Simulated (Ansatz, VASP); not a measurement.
## One calculation of BeS, two programs

The input INCAR:

```
SYSTEM = BeS
PREC     = Accurate       ! precision mode
ENCUT    = 600            ! plane-wave cutoff, eV
EDIFF    = 1E-6           ! SCF threshold, eV
ISMEAR   = 0              ! smearing method
SIGMA    = 0.01           ! smearing width, eV
LREAL    = .False.        ! projectors in reciprocal space
LASPH    = .True.         ! aspherical terms in the spheres
NELM     = 120            ! most SCF steps
ALGO     = Normal         ! electronic algorithm
ISIF     = 2              ! what is computed and relaxed
LWAVE    = .False.        ! write WAVECAR
LCHARG   = .False.        ! write CHGCAR
NBANDS   = 11             ! bands
GGA_COMPAT= .False.
```

KPOINTS

```
Automatic mesh
0
Gamma
  8 8 8
  0 0 0
```

File POSCAR:

```
BeS
1.0
    0.0000000000      2.3740692694      2.3740692694
    2.3740692694      0.0000000000      2.3740692694
    2.3740692694      2.3740692694      0.0000000000
Be S
1 1
Direct
    0.0000000000      0.0000000000      0.0000000000
    0.2500000000      0.2500000000      0.2500000000
```

Input for Ansatz:

```yaml
crystal:
  lattice:
    - [0.0, 2.3740692694, 2.3740692694]
    - [2.3740692694, 0.0, 2.3740692694]
    - [2.3740692694, 2.3740692694, 0.0]
  atoms:
    - { symbol: Be, position: [0.0, 0.0, 0.0] }
    - { symbol: S, position: [0.25, 0.25, 0.25] }
basis:
  ecutwfc: 420
kpoints:
  mp_grid: { grid: [8, 8, 8] }
  band_path:
    path:
      - [0.0, 0.0, 0.0]
      - [0.0, 0.0, 0.0]
      - [0.0, 0.0, 0.0]
      - [0.0, 0.0, 0.0]
      - [0.0, 0.0, 0.0]
      - [0.0, 0.0, 0.0]
      - [0.0, 0.0, 0.0]
      - [0.0, 0.0, 0.0]
      - [0.0, 0.0, 0.0]
      - [0.0, 0.0, 0.0]
      - [0.0, 0.0, 0.0]
      - [0.0, 0.0, 0.0]
      - [0.0, 0.0, 0.0]
      - [0.0, 0.0, 0.0]
      - [0.0, 0.0, 0.0]
      - [0.0, 0.0, 0.0]
      - [0.0, 0.0, 0.0]
      - [0.0, 0.0, 0.0]
      - [0.0, 0.0, 0.0]
      - [0.0, 0.0, 0.0]
      - [0.0, 0.0, 0.0]
      - [0.0, 0.0, 0.0]
      - [0.0, 0.0, 0.0]
      - [0.0, 0.0, 0.0]
      - [0.0, 0.0, 0.0]
      - [0.0, 0.0, 0.0]
      - [0.3, 0.3, 0.0]
      - [0.3166666667, 0.3166666667, 0.0]
      - [0.3333333333, 0.3333333333, 0.0]
      - [0.35, 0.35, 0.0]
      - [0.3666666667, 0.3666666667, 0.0]
      - [0.3833333333, 0.3833333333, 0.0]
      - [0.4, 0.4, 0.0]
      - [0.4166666667, 0.4166666667, 0.0]
      - [0.4333333333, 0.4333333333, 0.0]
      - [0.45, 0.45, 0.0]
      - [0.4666666667, 0.4666666667, 0.0]
      - [0.4833333333, 0.4833333333, 0.0]
      - [0.5, 0.5, 0.0]
      - [0.5, 0.5, 0.5]
      - [0.5, 0.5, 0.5]
      - [0.5, 0.5, 0.5]
      - [0.5, 0.5, 0.5]
      - [0.5, 0.5, 0.5]
      - [0.5, 0.5, 0.5]
      - [0.5, 0.5, 0.5]
      - [0.5, 0.5, 0.5]
      - [0.5, 0.5, 0.5]
      - [0.5, 0.5, 0.5]
      - [0.5, 0.5, 0.5]
      - [0.5, 0.5, 0.5]
      - [0.5, 0.5, 0.5]
    npoints: 1
hamiltonian:
  xc: lda
  pseudopotentials: { kind: paw, azcp: { folder: soft_1 } }
scf:
  occupations: { method: fixed }
  n_extra_bands: 5
output:
  eigenvalues: true
```

Alike in both runs: task single point; functional LDA; k mesh 8 × 8 × 8; no spin polarisation.

|  | VASP | Ansatz |
| --- | --- | --- |
| version | VASP 6.6.1 | Ansatz 0.2.0 |
| potentials or method | VASP PAW LDA potentials, release 64 (Be, S), cutoff 600 eV | scalar-relativistic, plane waves, PAW |
| occupations | gaussian, width 0.01 eV | fixed |
| valence electrons in the cell | 8 | 8 |

```tsv
	VASP	Ansatz	Ansatz less VASP
gap on the k mesh at the Fermi level (eV)	2.76	2.75	-0.006
least direct gap on the mesh (eV)	5.51	5.48	-0.027
```

Ansatz warns that its potentials were made for another functional, while VASP's fit it. LDA's correlation is that of Perdew and Zunger in VASP and of Perdew and Wang (1992) in Ansatz.
